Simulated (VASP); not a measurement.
# ZnS (P6_3mc) in VASP: a series of runs

Runs on ZnS. Level: PBE. Tasks: single point.

All numbers are computed with VASP 6.6.1; they aren't measurements. Logs are shortened: lines on timing, memory, paths and dates and some standing lists are left out, and cuts for length are marked.

## 1. The cell of the first run

It takes space group P6_3mc (No. 186, hexagonal). The conventional cell has a = 3.714 Å, b = 3.714 Å, c = 14.583 Å, α = 90.00°, β = 90.00°, γ = 120.00°. Within 3.1 Å of Zn (site symmetry 3m) lie 4 S at 2.33 to 2.73 Å. Zn (site symmetry 3m) has 4 S at 2.33 to 2.74 Å within 3.1 Å. Within 3.1 Å of S (site symmetry 3m) lie 4 Zn at 2.33 to 2.73 Å. Within 3.1 Å of S (site symmetry 3m) lie 4 Zn at 2.33 to 2.74 Å.

## 2. Single point, PBE (volume 21.778 Å^3 an atom, c/a of the conventional cell 3.9262)

INCAR

```
PREC = Accurate
ENCUT = 520
EDIFF = 1E-6
ISMEAR = 0
SIGMA = 0.05
LREAL = F
LASPH = T
NELM = 100
ALGO = Normal
ISIF = 2
LWAVE = F
LCHARG = F
GGA = PE
NBANDS = 46
```

KPOINTS

```
regular mesh
0
Gamma
  9 9 4
```

POSCAR

```
ZnS
1.0
    3.7142258652      0.0000000000      0.0000000000
   -1.8571129326      3.2166139546      0.0000000000
    0.0000000000      0.0000000000     14.5827935918
Zn S
4 4
Direct
    0.0000000000      0.0000000000      0.0000492057
    0.0000000000      0.0000000000      0.5000492057
    0.3333333333      0.6666666667      0.2500242903
    0.6666666667      0.3333333333      0.7500242903
    0.0000000000      0.0000000000      0.1872905901
    0.0000000000      0.0000000000      0.6872905901
    0.3333333333      0.6666666667      0.4376359138
    0.6666666667      0.3333333333      0.9376359138
```

Potentials or basis: VASP PAW PBE potentials, release 64 (Zn, S).

Command:

```console
cat potpaw_PBE.64/Zn/POTCAR potpaw_PBE.64/S/POTCAR > POTCAR
mpirun -np 1 vasp_std > vasp.out
```

OUTCAR:

```text
PREC = Accurate
   ENCUT = 520
   EDIFF = 1E-6
   ISMEAR = 0
   LREAL = F
   LASPH = T
   NELM = 100
   ISIF = 2
   GGA = PE

 ion  position               nearest neighbor table
   1  0.000  0.000  0.000-   8 2.33   8 2.33   8 2.33   5 2.73
   2  0.000  0.000  0.500-   7 2.33   7 2.33   7 2.33   6 2.73
   3  0.333  0.667  0.250-   5 2.33   5 2.33   5 2.33   7 2.74
   4  0.667  0.333  0.750-   6 2.33   6 2.33   6 2.33   8 2.74
   5  0.000  0.000  0.187-   3 2.33   3 2.33   3 2.33   1 2.73
   6  0.000  0.000  0.687-   4 2.33   4 2.33   4 2.33   2 2.73
   7  0.333  0.667  0.438-   2 2.33   2 2.33   2 2.33   3 2.74
   8  0.667  0.333  0.938-   1 2.33   1 2.33   1 2.33   4 2.74

  LATTYP: Found a hexagonal cell.
 ALAT       =     3.7142258652
 C/A-ratio  =     3.9262000000

  Lattice vectors:

 A1 = (   3.7142258652,   0.0000000000,   0.0000000000)
 A2 = (  -1.8571129326,   3.2166139546,   0.0000000000)
 A3 = (   0.0000000000,   0.0000000000,  14.5827935918)

Analysis of symmetry for initial positions (statically):
=====================================================================
 Subroutine PRICEL returns:
 Original cell was already a primitive cell.

 Routine SETGRP: Setting up the symmetry group for a
 hexagonal supercell.

 Subroutine GETGRP returns: Found 12 space group operations
 (whereof  6 operations were pure point group operations)
 out of a pool of 24 trial point group operations.

The static configuration has the point symmetry C_3v.
 The point group associated with its full space group is C_6v.

Analysis of symmetry for dynamics (positions and initial velocities):
=====================================================================
 Subroutine PRICEL returns:
 Original cell was already a primitive cell.

 Routine SETGRP: Setting up the symmetry group for a
 hexagonal supercell.

 Subroutine GETGRP returns: Found 12 space group operations
 (whereof  6 operations were pure point group operations)
 out of a pool of 24 trial point group operations.

The dynamic configuration has the point symmetry C_3v.
 The point group associated with its full space group is C_6v.

 Subroutine INISYM returns: Found 12 space group operations
 (whereof  6 operations are pure point group operations),
 and found     1 'primitive' translations

----------------------------------------------------------------------------------------

                                     Primitive cell

  volume of cell :     174.2240

  direct lattice vectors                    reciprocal lattice vectors
     3.714225865  0.000000000  0.000000000     0.269235107  0.155442962  0.000000000
    -1.857112933  3.216613955  0.000000000     0.000000000  0.310885924  0.000000000
     0.000000000  0.000000000 14.582793592     0.000000000  0.000000000  0.068573967

  length of vectors
     3.714225865  3.714225865 14.582793592     0.310885924  0.310885924  0.068573967

  position of ions in fractional coordinates (direct lattice)
     0.000000000  0.000000000  0.000049206
     0.000000000  0.000000000  0.500049206
     0.333333333  0.666666667  0.250024290
     0.666666667  0.333333333  0.750024290
     0.000000000  0.000000000  0.187290590
     0.000000000  0.000000000  0.687290590
     0.333333333  0.666666667  0.437635914
     0.666666667  0.333333333  0.937635914

  ion indices of the primitive-cell ions
   primitive index   ion index
                 1           1
                 2           2
                 3           3
                 4           4
                 5           5
                 6           6
                 7           7
                 8           8

----------------------------------------------------------------------------------------

 KPOINTS: regular mesh

Automatic generation of k-mesh.
 Grid dimensions read from file:
 generate k-points for:    9    9    4

 Generating k-lattice:

  Cartesian coordinates                     Fractional coordinates (reciprocal lattice)
     0.029915012  0.017271440  0.000000000     0.111111111 -0.000000000  0.000000000
     0.000000000  0.034542880  0.000000000     0.000000000  0.111111111  0.000000000
     0.000000000  0.000000000  0.017143492     0.000000000  0.000000000  0.250000000

  Length of vectors
     0.034542880  0.034542880  0.017143492

  Shift w.r.t. Gamma in fractional coordinates (k-lattice)
     0.000000000  0.000000000  0.000000000

 Subroutine IBZKPT returns following result:
 ===========================================

 Found     36 irreducible k-points:

 Following reciprocal coordinates:
            Coordinates               Weight
  0.000000  0.000000  0.000000      1.000000
  0.111111  0.000000  0.000000      6.000000
  0.222222 -0.000000  0.000000      6.000000
  0.333333 -0.000000  0.000000      6.000000
  0.444444 -0.000000  0.000000      6.000000
  0.111111  0.111111  0.000000      6.000000
[... 16 lines left out ...]
  0.333333  0.222222  0.250000     24.000000
  0.333333  0.333333  0.250000      4.000000
 [... further k-points ...]
   k-points           NKPTS =     36   k-points in BZ     NKDIM =     36   number of bands    NBANDS=     46
   number of dos      NEDOS =    301   number of ions     NIONS =      8
   total plane-waves  NPLWV =  84672
   dimension x,y,z NGX =    28 NGY =   28 NGZ =  108
   dimension x,y,z NGXF=    56 NGYF=   56 NGZF=  216
   ions per type =               4   4
   NGX,Y,Z   is equivalent  to a cutoff of  12.53, 12.53, 12.31 a.u.
   NGXF,Y,Z  is equivalent  to a cutoff of  25.07, 25.07, 24.62 a.u.
 SYSTEM =  unknown system
   PREC   = accura    normal or accurate (medium, high low for compatibility)
   ISTART =      0    job   : 0-new  1-cont  2-samecut
   ICHARG =      2    charge: 1-file 2-atom 10-const
   ISPIN  =      1    spin polarized calculation?
   LNONCOLLINEAR =      F non collinear calculations
   LSORBIT =      F    spin-orbit coupling
   LASPH  =      T    aspherical Exc in radial PAW
   ENCUT  =  520.0 eV  38.22 Ry    6.18 a.u.   6.91  6.91 27.11*2*pi/ulx,y,z
   NELM   =    100;   NELMIN=  2; NELMDL= -5     # of ELM steps
   EDIFF  = 0.1E-05   stopping-criterion for ELM
   LREAL  =      F    real-space projection
   EDIFFG = 0.1E-04   stopping-criterion for IOM
   NSW    =      0    number of steps for IOM
   IBRION =     -1    ionic relax: 0-MD 1-quasi-New 2-CG
   NFREE  =      0    steps in history (QN), initial steepest desc. (CG)
   ISIF   =      2    stress and relaxation
   ISYM   =      2    0-nonsym 1-usesym 2-fastsym
   POTIM  = 0.5000    time-step for ionic-motion
   TEBEG  =    0.0;   TEEND  =   0.0 temperature during run
   PSTRESS=    0.0 pullay stress
   NELECT =      72.0000    total number of electrons
   NUPDOWN=      -1.0000    fix difference up-down
   EMIN   =  10.00;   EMAX   =-10.00  energy-range for DOS
   EFERMI =   0.00;   METHOD = LEGACY
   ISMEAR =     0;   SIGMA  =   0.05  broadening in eV -4-tet -1-fermi 0-gaus
   EFERMI_NEDOS =   21; number of points for ismear=-14 and -15
   IALGO  =     38    algorithm
   IMIX   =      4    mixing-type and parameters
     AMIX     =   0.40;   BMIX     =  1.00
     AMIX_MAG =   1.60;   BMIX_MAG =  1.00
  volume/ion in A,a.u.               =      21.78       146.97
  Fermi-wavevector in a.u.,A,eV,Ry     =   1.219410  2.304350 20.231322  1.486960
  Thomas-Fermi vector in A             =   2.354663
   LORBIT       =      0    0 simple, 1 ext, 2 COOP (PROOUT), +10 PAW based schemes
   GGA     = PE    functional components
   LHFCALC =     F    Hartree Fock is set to
   AEXX    =    0.0000 exact exchange contribution
   IVDW    =     0    specifies the selected vdW correction
   LEPSILON=     F    determine dielectric tensor
   LRPA    =     F    only Hartree local field effects (RPA)
 non-spin polarized calculation
 Gauss-broadening in eV      SIGMA  =   0.05
  energy-cutoff  :      520.00
  volume of cell :      174.22
 maximum number of plane-waves:      4712
 NGX is ok and might be reduce to    28
   NGX = 13   NGY = 13   NGZ = 55

 number of electron      72.0000017 magnetization

 Free energy of the ion-electron system (eV)
  ---------------------------------------------------
  ext. energy  EPLUGINS =         0.00000000
  ---------------------------------------------------
  free energy    TOTEN  =       -26.22996319 eV

  energy without entropy =      -26.22996319  energy(sigma->0) =      -26.22996319

 E-fermi :   1.7778     XC(G=0):  -9.1603

 val. band max:        1.5414460345   @ k =   0.0000   0.0000   0.0000
 cond. band min:       2.6806820963   @ k =   0.0000   0.0000   0.0000
 fundamental gap:      1.1392360619
 Fermi energy:         1.7777844460

 k-point     1 :       0.0000    0.0000    0.0000
  band No.  band energies     occupation
      1     -11.3312      2.00000
      2     -11.1238      2.00000
      3     -11.1200      2.00000
      4     -10.8886      2.00000
      5      -4.8421      2.00000
      6      -4.8421      2.00000
[... 38 lines left out ...]
     45       8.5070      0.00000
     46       8.6546      0.00000

 k-point     2 :       0.1111    0.0000    0.0000
  band No.  band energies     occupation
      1     -11.2448      2.00000
      2     -11.0450      2.00000
      3     -11.0413      2.00000
      4     -10.8196      2.00000
      5      -4.8461      2.00000
      6      -4.8267      2.00000
[... 38 lines left out ...]
     45       8.2555      0.00000
     46       8.6585      0.00000

 k-point     3 :       0.2222   -0.0000    0.0000
  band No.  band energies     occupation
      1     -11.0099      2.00000
      2     -10.8339      2.00000
      3     -10.8306      2.00000
      4     -10.6389      2.00000
      5      -4.8472      2.00000
      6      -4.8190      2.00000
[... 38 lines left out ...]
     45       8.4512      0.00000
     46       8.8718      0.00000

 k-point     4 :       0.3333   -0.0000    0.0000
  band No.  band energies     occupation
      1     -10.7039      2.00000
      2     -10.5701      2.00000
      3     -10.5672      2.00000
      4     -10.4259      2.00000
      5      -4.8207      2.00000
      6      -4.7900      2.00000
[... 920 lines left out ...]
     45       8.4545      0.00000
     46       8.7233      0.00000

 k-point    23 :       0.3333    0.2222    0.2500
  band No.  band energies     occupation
      1     -10.3527      2.00000
      2     -10.3227      2.00000
      3     -10.2804      2.00000
      4     -10.2509      2.00000
      5      -4.7792      2.00000
      6      -4.7762      2.00000
[... 38 lines left out ...]
     45       8.4797      0.00000
     46       8.7759      0.00000

 k-point    24 :       0.3333    0.3333    0.2500
  band No.  band energies     occupation
      1     -10.2526      2.00000
      2     -10.2526      2.00000
      3     -10.2514      2.00000
      4     -10.2499      2.00000
      5      -4.7840      2.00000
      6      -4.7840      2.00000
[... 38 lines left out ...]
     45       9.0048      0.00000
     46       9.2585      0.00000

 [... further k-points ...]

------------------------ aborting loop because EDIFF is reached ----------------------------------------

  FORCE on cell =-STRESS in cart. coord.  units (eV):
  Direction    XX          YY          ZZ          XY          YZ          ZX
  --------------------------------------------------------------------------------------
  -------------------------------------------------------------------------------------
  Total        3.2090317      3.2090317    -11.8759271      0.0000000     -0.0000000     -0.0000000
  in kB       29.5105029     29.5105029   -109.2119407      0.0000000     -0.0000000     -0.0000000
  external PRESSURE =     -16.7303116 kB  Pullay stress =       0.0000000 kB

 VOLUME and BASIS-vectors are now :
 -----------------------------------------------------------------------------
  energy-cutoff  :      520.00
  volume of cell :      174.22
      direct lattice vectors                 reciprocal lattice vectors
     3.714225865  0.000000000  0.000000000     0.269235107  0.155442962  0.000000000
    -1.857112933  3.216613955  0.000000000     0.000000000  0.310885924  0.000000000
     0.000000000  0.000000000 14.582793592     0.000000000  0.000000000  0.068573967

 POSITION                                       TOTAL-FORCE (eV/Angst)
 -----------------------------------------------------------------------------------
      0.00000      0.00000      0.00072        -0.000000     -0.000000      0.022268
      0.00000      0.00000      7.29211        -0.000000     -0.000000      0.022268
     -0.00000      2.14441      3.64605         0.000000      0.000000      0.001966
      1.85711      1.07220     10.93745         0.000000      0.000000      0.001966
      0.00000      0.00000      2.73122        -0.000000      0.000000     -0.003291
      0.00000      0.00000     10.02262         0.000000     -0.000000     -0.003291
     -0.00000      2.14441      6.38195        -0.000000     -0.000000     -0.020942
      1.85711      1.07220     13.67335         0.000000     -0.000000     -0.020942
 -----------------------------------------------------------------------------------
    total drift:                               -0.000001     -0.000002     -0.001200

  FREE ENERGIE OF THE ION-ELECTRON SYSTEM (eV)
  ---------------------------------------------------
  free  energy   TOTEN  =       -26.2299631931 eV

  energy  without entropy=      -26.2299631931  energy(sigma->0) =      -26.22996319
```

Run time: 5.4 min. Hardware: 1 thread of Intel Xeon 6975P-C, shared host; peak memory 0.41 GiB.

Results:

| Item | Value |
| --- | --- |
| Free energy | -26.2300 eV |
| Pressure | -1.7 GPa |
| Largest force | 0.022 eV/Å |
| Band gap on the k mesh | 1.14 eV, direct |

Forces in eV/Å, atoms in the order of the input:
```
Zn   0.000  0.000  0.022
Zn   0.000  0.000  0.022
Zn   0.000  0.000  0.002
Zn   0.000  0.000  0.002
S    0.000  0.000 -0.003
S    0.000  0.000 -0.003
S    0.000  0.000 -0.021
S    0.000  0.000 -0.021
```

Stress tensor (GPa, compression positive):
```
  2.95   0.00   0.00
  0.00   2.95   0.00
  0.00   0.00 -10.92
```

Levels at points of the mesh, in eV from the valence-band top:
```
           k point  band 32  band 33  band 34  band 35  band 36  band 37  band 38  band 39  band 40  band 41
(0.00, 0.00, 0.00)    -0.20    -0.19    -0.19     0.00     0.00     1.14     3.35     3.40     3.84     5.44
(0.00, 0.00, 0.50)    -0.32    -0.06    -0.06    -0.06    -0.06     2.13     2.13     3.80     3.80     5.40
```

## 3. Single point, PBE (volume 18.552 Å^3 an atom, c/a of the conventional cell 3.2729)

INCAR

```
PREC = Accurate ; ENCUT = 520
EDIFF = 1E-6 ; ISMEAR = 0
SIGMA = 0.05 ; LREAL = F
LASPH = T ; NELM = 80
ALGO = Normal ; ISIF = 2
LWAVE = F ; LCHARG = F
GGA = PE ; NBANDS = 46
```

KPOINTS

```
Automatic mesh
0
Gamma
  9 9 4
```

Changes to POSCAR since step 2:

```diff
@@ -2,5 +2,5 @@
 1.0
-    3.7142258652      0.0000000000      0.0000000000
-   -1.8571129326      3.2166139546      0.0000000000
-    0.0000000000      0.0000000000     14.5827935918
+    3.7411462556      0.0000000000      0.0000000000
+   -1.8705731278      3.2399276967      0.0000000000
+    0.0000000000      0.0000000000     12.2444904666
 Zn S
```

Potentials or basis: VASP PAW PBE potentials, release 64 (Zn, S).

Command:

```console
cat potpaw_PBE.64/Zn/POTCAR potpaw_PBE.64/S/POTCAR > POTCAR
mpirun -np 1 vasp_std > vasp.out
```

Run time: 11 min. Hardware: 1 thread of AMD EPYC 7R13, shared host; peak memory 0.33 GiB.

The run converged. Its results:

```
Free energy            : -27.1210 eV
Pressure               : 7.2 GPa
Largest force          : 0.019 eV/Å
Band gap on the k mesh : 2.43 eV, direct
```

Forces in eV/Å, atoms in the order of the input:
```
Zn   0.000  0.000  0.019
Zn   0.000  0.000  0.019
Zn   0.000  0.000  0.010
Zn   0.000  0.000  0.010
S    0.000  0.000 -0.017
S    0.000  0.000 -0.017
S    0.000  0.000 -0.013
S    0.000  0.000 -0.013
```

Levels at points of the mesh, in eV from the valence-band top:
| k point | band 32 | band 33 | band 34 | band 35 | band 36 | band 37 | band 38 | band 39 | band 40 | band 41 |
| --- | --- | --- | --- | --- | --- | --- | --- | --- | --- | --- |
| (0.00, 0.00, 0.00) | -0.51 | -0.51 | -0.04 | 0.00 | 0.00 | 2.43 | 3.31 | 3.56 | 3.83 | 6.29 |
| (0.00, 0.00, 0.50) | -0.84 | -0.16 | -0.16 | -0.16 | -0.16 | 3.26 | 3.26 | 3.45 | 3.45 | 6.28 |

 A k mesh can miss the band edges.

## 4. Single point, PBE (volume 19.090 Å^3 an atom, c/a of the conventional cell 2.7284)

INCAR

```
SYSTEM = ZnS
  ALGO = Normal
  EDIFF = 1E-6
  ENCUT = 520
  GGA = PE
  ISIF = 2
  ISMEAR = 0
  LASPH = .True.
  LCHARG = .False.
  LREAL = .False.
  LWAVE = .False.
  NBANDS = 46
  NELM = 60
  PREC = Accurate
  SIGMA = 0.05
```

KPOINTS

```
k-points
0
Gamma
  9 9 4
  0 0 0
```

Changes to POSCAR since step 3:

```diff
@@ -2,5 +2,5 @@
 1.0
-    3.7411462556      0.0000000000      0.0000000000
-   -1.8705731278      3.2399276967      0.0000000000
-    0.0000000000      0.0000000000     12.2444904666
+    4.0131532794      0.0000000000      0.0000000000
+   -2.0065766397      3.4754926893      0.0000000000
+    0.0000000000      0.0000000000     10.9494874077
 Zn S
```

Command:

```console
cat potpaw_PBE.64/Zn/POTCAR potpaw_PBE.64/S/POTCAR > POTCAR
mpirun -np 1 vasp_std > vasp.out
```

Run time: 11 min. Hardware: 1 thread of AMD EPYC 7R13, shared host; peak memory 0.34 GiB.

It converged, with:

| Item | Value |
| --- | --- |
| Free energy | -25.3052 eV |
| Pressure | 9.8 GPa |
| Largest force | 2.797 eV/Å |
| Band gap on the k mesh | 1.98 eV, direct |

Forces on the atoms (eV/Å):
```
Zn   0.000  0.000 -2.783
Zn   0.000  0.000 -2.783
Zn   0.000  0.000 -2.738
Zn   0.000  0.000 -2.738
S    0.000  0.000  2.724
S    0.000  0.000  2.724
S    0.000  0.000  2.797
S    0.000  0.000  2.797
```

Stress tensor (GPa, compression positive):
```
-2.53  0.00  0.00
 0.00 -2.53  0.00
 0.00  0.00 34.45
```

Levels at points of the mesh, in eV from the valence-band top:
```tsv
k point	band 32	band 33	band 34	band 35	band 36	band 37	band 38	band 39	band 40	band 41
(0.00, 0.00, 0.00)	-1.03	-1.03	-0.21	-0.21	0.00	1.98	2.05	2.70	3.29	5.44
(0.00, 0.00, 0.50)	-0.99	-0.48	-0.48	-0.48	-0.48	2.29	2.29	2.84	2.84	5.70
```

Caveat: forces of over 1 eV/Å act on the atoms, so gaps and moduli don't describe the material at rest. A k mesh can miss the band edges.

(Part 1 of 2 ends here.)
